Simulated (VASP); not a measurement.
# RbCl (Fm-3m) in VASP: a series of runs

Runs on RbCl. Level: PBE. Tasks: single point.

Program: VASP 6.6.1. These are calculated values, not measurements. Logs are shortened: lines on timing, memory, paths and dates and some standing lists are left out, and cuts for length are marked.

## (1) The cell of the first run

Symmetry: Fm-3m, No. 225, cubic system. Conventional cell: a = 6.602 Å, b = 6.602 Å, c = 6.602 Å, α = 90.00°, β = 90.00°, γ = 90.00°. Within 4.3 Å of Rb (site symmetry m-3m) lie 6 Cl at 3.30 Å. Within 4.3 Å of Cl (site symmetry m-3m) lie 6 Rb at 3.30 Å.

## (2) Single point, PBE

INCAR reads:

```
SYSTEM = RbCl
PREC     = Accurate       ! precision mode
ENCUT    = 500            ! plane-wave cutoff, eV
EDIFF    = 1E-6           ! SCF threshold, eV
ISMEAR   = -1             ! smearing method
SIGMA    = 0.02           ! smearing width, eV
LREAL    = .False.        ! projectors in reciprocal space
LASPH    = .True.         ! aspherical terms in the spheres
NELM     = 120            ! most SCF steps
ALGO     = Normal         ! electronic algorithm
ISIF     = 2              ! what is computed and relaxed
LWAVE    = .False.        ! write WAVECAR
LCHARG   = .True.         ! write CHGCAR
GGA      = PE             ! functional
LELF     = .True.         ! ELF
LVHAR    = .True.       
NBANDS   = 15             ! bands
GGA_COMPAT= .False.
```

KPOINTS reads:

```
Automatic mesh
0
Gamma
  7 7 7
  0 0 0
```

POSCAR reads:

```
RbCl
1.0
    0.0000000000      3.3010590783      3.3010590783
    3.3010590783      0.0000000000      3.3010590783
    3.3010590783      3.3010590783      0.0000000000
Rb Cl
1 1
Direct
    0.0000000000      0.0000000000      0.0000000000
    0.5000000000      0.5000000000      0.5000000000
```

Potentials or basis: VASP PAW PBE potentials, release 64 (Rb_sv, Cl).

Started as:

```sh
> cat potpaw_PBE.64/Rb_sv/POTCAR potpaw_PBE.64/Cl/POTCAR > POTCAR
> mpirun -np 1 vasp_std > vasp.out
```

OUTCAR:

```text
SYSTEM = RbCl
   PREC = Accurate
   ENCUT = 500
   EDIFF = 1E-6
   ISMEAR = -1
   LREAL = .False.
   LASPH = .True.
   NELM = 120
   ISIF = 2
   GGA = PE

 ion  position               nearest neighbor table
   1  0.000  0.000  0.000-   2 3.30   2 3.30   2 3.30   2 3.30   2 3.30   2 3.30
   2  0.500  0.500  0.500-   1 3.30   1 3.30   1 3.30   1 3.30   1 3.30   1 3.30

  LATTYP: Found a face centered cubic cell.
 ALAT       =     6.6021181566

  Lattice vectors:

 A1 = (   0.0000000000,   3.3010590783,   3.3010590783)
 A2 = (   3.3010590783,   0.0000000000,   3.3010590783)
 A3 = (   3.3010590783,   3.3010590783,   0.0000000000)

Analysis of symmetry for initial positions (statically):
=====================================================================
 Subroutine PRICEL returns:
 Original cell was already a primitive cell.

 Routine SETGRP: Setting up the symmetry group for a
 face centered cubic supercell.

 Subroutine GETGRP returns: Found 48 space group operations
 (whereof 48 operations were pure point group operations)
 out of a pool of 48 trial point group operations.

The static configuration has the point symmetry O_h .

Analysis of symmetry for dynamics (positions and initial velocities):
=====================================================================
 Subroutine PRICEL returns:
 Original cell was already a primitive cell.

 Routine SETGRP: Setting up the symmetry group for a
 face centered cubic supercell.

 Subroutine GETGRP returns: Found 48 space group operations
 (whereof 48 operations were pure point group operations)
 out of a pool of 48 trial point group operations.

The dynamic configuration has the point symmetry O_h .

 Subroutine INISYM returns: Found 48 space group operations
 (whereof 48 operations are pure point group operations),
 and found     1 'primitive' translations

----------------------------------------------------------------------------------------

                                     Primitive cell

  volume of cell :      71.9432

  direct lattice vectors                    reciprocal lattice vectors
     0.000000000  3.301059078  3.301059078    -0.151466541  0.151466541  0.151466541
     3.301059078  0.000000000  3.301059078     0.151466541 -0.151466541  0.151466541
     3.301059078  3.301059078  0.000000000     0.151466541  0.151466541 -0.151466541

  length of vectors
     4.668402519  4.668402519  4.668402519     0.262347745  0.262347745  0.262347745

  position of ions in fractional coordinates (direct lattice)
     0.000000000  0.000000000  0.000000000
     0.500000000  0.500000000  0.500000000

  ion indices of the primitive-cell ions
   primitive index   ion index
                 1           1
                 2           2

----------------------------------------------------------------------------------------

 KPOINTS: Automatic mesh

Automatic generation of k-mesh.
 Grid dimensions read from file:
 generate k-points for:    7    7    7

 Generating k-lattice:

  Cartesian coordinates                     Fractional coordinates (reciprocal lattice)
    -0.021638077  0.021638077  0.021638077     0.142857143  0.000000000  0.000000000
     0.021638077 -0.021638077  0.021638077     0.000000000  0.142857143  0.000000000
     0.021638077  0.021638077 -0.021638077     0.000000000  0.000000000  0.142857143

  Length of vectors
     0.037478249  0.037478249  0.037478249

  Shift w.r.t. Gamma in fractional coordinates (k-lattice)
     0.000000000  0.000000000  0.000000000

 Subroutine IBZKPT returns following result:
 ===========================================

 Found     20 irreducible k-points:

 Following reciprocal coordinates:
            Coordinates               Weight
  0.000000  0.000000  0.000000      1.000000
  0.142857  0.000000  0.000000      8.000000
  0.285714  0.000000  0.000000      8.000000
  0.428571  0.000000  0.000000      8.000000
  0.142857  0.142857  0.000000      6.000000
  0.285714  0.142857  0.000000     24.000000
[... 12 lines left out ...]
 -0.428571  0.428571  0.142857     24.000000
 -0.285714  0.428571  0.142857     24.000000
   k-points           NKPTS =     20   k-points in BZ     NKDIM =     20   number of bands    NBANDS=     15
   number of dos      NEDOS =    301   number of ions     NIONS =      2
   total plane-waves  NPLWV =  46656
   dimension x,y,z NGX =    36 NGY =   36 NGZ =   36
   dimension x,y,z NGXF=    72 NGYF=   72 NGZF=   72
   ions per type =               1   1
   NGX,Y,Z   is equivalent  to a cutoff of  12.82, 12.82, 12.82 a.u.
   NGXF,Y,Z  is equivalent  to a cutoff of  25.64, 25.64, 25.64 a.u.
 SYSTEM =  RbCl
   PREC   = accura    normal or accurate (medium, high low for compatibility)
   ISTART =      0    job   : 0-new  1-cont  2-samecut
   ICHARG =      2    charge: 1-file 2-atom 10-const
   ISPIN  =      1    spin polarized calculation?
   LNONCOLLINEAR =      F non collinear calculations
   LSORBIT =      F    spin-orbit coupling
   LASPH  =      T    aspherical Exc in radial PAW
   ENCUT  =  500.0 eV  36.75 Ry    6.06 a.u.   8.51  8.51  8.51*2*pi/ulx,y,z
   NELM   =    120;   NELMIN=  2; NELMDL= -5     # of ELM steps
   EDIFF  = 0.1E-05   stopping-criterion for ELM
   LREAL  =      F    real-space projection
   EDIFFG = 0.1E-04   stopping-criterion for IOM
   NSW    =      0    number of steps for IOM
   IBRION =     -1    ionic relax: 0-MD 1-quasi-New 2-CG
   NFREE  =      0    steps in history (QN), initial steepest desc. (CG)
   ISIF   =      2    stress and relaxation
   ISYM   =      2    0-nonsym 1-usesym 2-fastsym
   POTIM  = 0.5000    time-step for ionic-motion
   TEBEG  =    0.0;   TEEND  =   0.0 temperature during run
   PSTRESS=    0.0 pullay stress
   NELECT =      16.0000    total number of electrons
   NUPDOWN=      -1.0000    fix difference up-down
   EMIN   =  10.00;   EMAX   =-10.00  energy-range for DOS
   EFERMI =   0.00;   METHOD = LEGACY
   ISMEAR =    -1;   SIGMA  =   0.02  broadening in eV -4-tet -1-fermi 0-gaus
   EFERMI_NEDOS =   21; number of points for ismear=-14 and -15
   IALGO  =     38    algorithm
   IMIX   =      4    mixing-type and parameters
     AMIX     =   0.40;   BMIX     =  1.00
     AMIX_MAG =   1.60;   BMIX_MAG =  1.00
  volume/ion in A,a.u.               =      35.97       242.75
  Fermi-wavevector in a.u.,A,eV,Ry     =   0.991863  1.874349 13.385296  0.983791
  Thomas-Fermi vector in A             =   2.123634
   LORBIT       =      0    0 simple, 1 ext, 2 COOP (PROOUT), +10 PAW based schemes
   GGA     = PE    functional components
   LHFCALC =     F    Hartree Fock is set to
   AEXX    =    0.0000 exact exchange contribution
   IVDW    =     0    specifies the selected vdW correction
   LEPSILON=     F    determine dielectric tensor
   LRPA    =     F    only Hartree local field effects (RPA)
 non-spin polarized calculation
  energy-cutoff  :      500.00
  volume of cell :       71.94
 maximum number of plane-waves:      1849
 NGX is ok and might be reduce to    36
   NGX = 17   NGY = 17   NGZ = 17

 number of electron      16.0000002 magnetization

 Free energy of the ion-electron system (eV)
  ---------------------------------------------------
  ext. energy  EPLUGINS =         0.00000000
  ---------------------------------------------------
  free energy    TOTEN  =        -6.66856790 eV

  energy without entropy =       -6.66856790  energy(sigma->0) =       -6.66856790

 E-fermi :  -1.4933     XC(G=0):  -7.3138

 val. band max:       -1.9132826703   @ k =   0.0000   0.0000   0.0000
 cond. band min:       3.0541762520   @ k =   0.0000   0.0000   0.0000
 fundamental gap:      4.9674589223
 Fermi energy:        -1.4933306710

 k-point     1 :       0.0000    0.0000    0.0000
  band No.  band energies     occupation
      1     -25.8583      2.00000
      2     -13.9030      2.00000
      3      -9.9072      2.00000
      4      -9.9072      2.00000
      5      -9.9072      2.00000
      6      -1.9133      2.00000
      7      -1.9133      2.00000
      8      -1.9133      2.00000
      9       3.0542      0.00000
     10       6.0742      0.00000
     11       6.0742      0.00000
     12       6.0742      0.00000
     13       7.0514      0.00000
     14       7.0514      0.00000
     15      10.1651      0.00000

 k-point     2 :       0.1429    0.0000    0.0000
  band No.  band energies     occupation
      1     -25.8554      2.00000
      2     -13.9143      2.00000
      3      -9.9095      2.00000
      4      -9.9095      2.00000
      5      -9.9025      2.00000
      6      -2.1062      2.00000
      7      -1.9793      2.00000
      8      -1.9793      2.00000
      9       3.5158      0.00000
     10       5.9323      0.00000
     11       6.3261      0.00000
     12       6.3261      0.00000
     13       7.3485      0.00000
     14       7.3485      0.00000
     15      10.9603      0.00000

 k-point     3 :       0.2857    0.0000    0.0000
  band No.  band energies     occupation
      1     -25.8490      2.00000
      2     -13.9394      2.00000
      3      -9.9147      2.00000
      4      -9.9147      2.00000
      5      -9.8923      2.00000
      6      -2.4746      2.00000
      7      -2.1208      2.00000
      8      -2.1208      2.00000
      9       4.6043      0.00000
     10       5.8522      0.00000
     11       7.0410      0.00000
     12       7.0410      0.00000
     13       8.1403      0.00000
     14       8.1403      0.00000
     15      11.3536      0.00000
[... 271 lines left out ...]
 k-point    19 :      -0.4286    0.4286    0.1429
  band No.  band energies     occupation
      1     -25.8395      2.00000
      2     -13.8833      2.00000
      3     -10.0968      2.00000
      4     -10.0276      2.00000
      5      -9.9359      2.00000
      6      -2.3031      2.00000
      7      -2.1785      2.00000
      8      -2.0717      2.00000
      9       4.8662      0.00000
     10       6.2175      0.00000
     11       7.3154      0.00000
     12       8.2308      0.00000
     13       8.6511      0.00000
     14       9.4589      0.00000
     15      10.0138      0.00000

 k-point    20 :      -0.2857    0.4286    0.1429
  band No.  band energies     occupation
      1     -25.8390      2.00000
      2     -13.8928      2.00000
      3     -10.0904      2.00000
      4     -10.0384      2.00000
      5      -9.9041      2.00000
      6      -2.3689      2.00000
      7      -2.1695      2.00000
      8      -2.1529      2.00000
      9       5.4591      0.00000
     10       6.1290      0.00000
     11       7.3713      0.00000
     12       7.5492      0.00000
     13       9.3027      0.00000
     14       9.4101      0.00000
     15      10.4700      0.00000

------------------------ aborting loop because EDIFF is reached ----------------------------------------

  FORCE on cell =-STRESS in cart. coord.  units (eV):
  Direction    XX          YY          ZZ          XY          YZ          ZX
  --------------------------------------------------------------------------------------
  -------------------------------------------------------------------------------------
  Total        0.3086567      0.3086567      0.3086567     -0.0000000     -0.0000000      0.0000000
  in kB        6.8737917      6.8737917      6.8737917     -0.0000000     -0.0000000      0.0000000
  external PRESSURE =       6.8737917 kB  Pullay stress =       0.0000000 kB

 VOLUME and BASIS-vectors are now :
 -----------------------------------------------------------------------------
  energy-cutoff  :      500.00
  volume of cell :       71.94
      direct lattice vectors                 reciprocal lattice vectors
     0.000000000  3.301059078  3.301059078    -0.151466541  0.151466541  0.151466541
     3.301059078  0.000000000  3.301059078     0.151466541 -0.151466541  0.151466541
     3.301059078  3.301059078  0.000000000     0.151466541  0.151466541 -0.151466541

 POSITION                                       TOTAL-FORCE (eV/Angst)
 -----------------------------------------------------------------------------------
      0.00000      0.00000      0.00000         0.000000      0.000000      0.000000
      3.30106      3.30106      3.30106         0.000000      0.000000      0.000000
 -----------------------------------------------------------------------------------
    total drift:                                0.000000      0.000000      0.000000

  FREE ENERGIE OF THE ION-ELECTRON SYSTEM (eV)
  ---------------------------------------------------
  free  energy   TOTEN  =        -6.6685678967 eV

  energy  without entropy=       -6.6685678967  energy(sigma->0) =       -6.66856790
```

It took 34 s on 1 thread of Intel Xeon 8259CL, shared host; peak memory 0.2 GiB.

Results:

```yaml
Free_energy: -6.6686 eV
Pressure: 0.7 GPa
Band_gap_on_the_k_mesh: 4.97 eV, direct
```

## (3) Single point, PBE (volume scaled by 1.05)

INCAR reads:

```
SYSTEM = RbCl
ALGO = Normal
EDIFF = 1E-6
ENCUT = 500
GGA = PE
GGA_COMPAT = .FALSE.
ISIF = 2
ISMEAR = -1
LASPH = .TRUE.
LCHARG = .TRUE.
LELF = .TRUE.
LREAL = .FALSE.
LVHAR = .TRUE.
LWAVE = .FALSE.
NBANDS = 15
NELM = 120
PREC = Accurate
SIGMA = 0.02
```

KPOINTS reads:

```
k-points
0
G
  7 7 7
  0 0 0
```

POSCAR reads:

```
RbCl
1.0
    0.0000000000      3.3276816722      3.3276816722
    3.3276816722      0.0000000000      3.3276816722
    3.3276816722      3.3276816722      0.0000000000
Rb Cl
1 1
Direct
    0.0000000000      0.0000000000      0.0000000000
    0.5000000000      0.5000000000      0.5000000000
```

Potentials or basis: VASP PAW PBE potentials, release 64 (Rb_sv, Cl).

Started as:

```sh
> cat potpaw_PBE.64/Rb_sv/POTCAR potpaw_PBE.64/Cl/POTCAR > POTCAR
> mpirun -np 1 vasp_std > vasp.out
```

It took 34 s on 1 thread of Intel Xeon 8259CL, shared host; peak memory 0.2 GiB.

It converged, with:

```
Free energy            : -6.6743 eV
Pressure               : 0.3 GPa
Band gap on the k mesh : 4.89 eV, direct
```

Levels at points of the mesh, in eV from the valence-band top:
```
           k point  band 6  band 7  band 8  band 9  band 10  band 11
(0.00, 0.00, 0.00)    0.00    0.00    0.00    4.89     7.97     7.97
```
